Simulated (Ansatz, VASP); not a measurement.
**One calculation of LuBe3, two programs**

```
CELL_PARAMETERS angstrom
0.00000 2.93783 2.93783
2.93783 0.00000 2.93783
2.93783 2.93783 0.00000
ATOMIC_POSITIONS crystal
Lu 0.00000 0.00000 0.00000
Be 0.50000 0.50000 0.50000
Be 0.25000 0.25000 0.25000
Be 0.75000 0.75000 0.75000
```

Alike in both runs: functional PBE; k mesh 14 × 14 × 14; occupations gaussian, width 0.1 eV; no spin polarisation.

Ansatz relaxed the structure, and its values are those at the end. VASP's run is a single point on that final structure, the one shown.

```csv
,VASP,Ansatz
version,VASP 6.6.1,Ansatz 0.2.0
potentials or method,"VASP PAW PBE potentials, release 64 (Lu, Be), cutoff 520 eV","scalar-relativistic, plane waves, PAW"
valence electrons in the cell,31,31
```

```csv
,VASP,Ansatz,Ansatz less VASP
gap on the k mesh at the Fermi level (eV),none,none,-
pressure (GPa),0.4,0.0,-0.36
```

A gap of «none» marks a metal or a gap that the smearing closes. The functional is the same, so the differences come from potentials, cutoffs and numerics.

Neither program's run includes spin-orbit coupling.
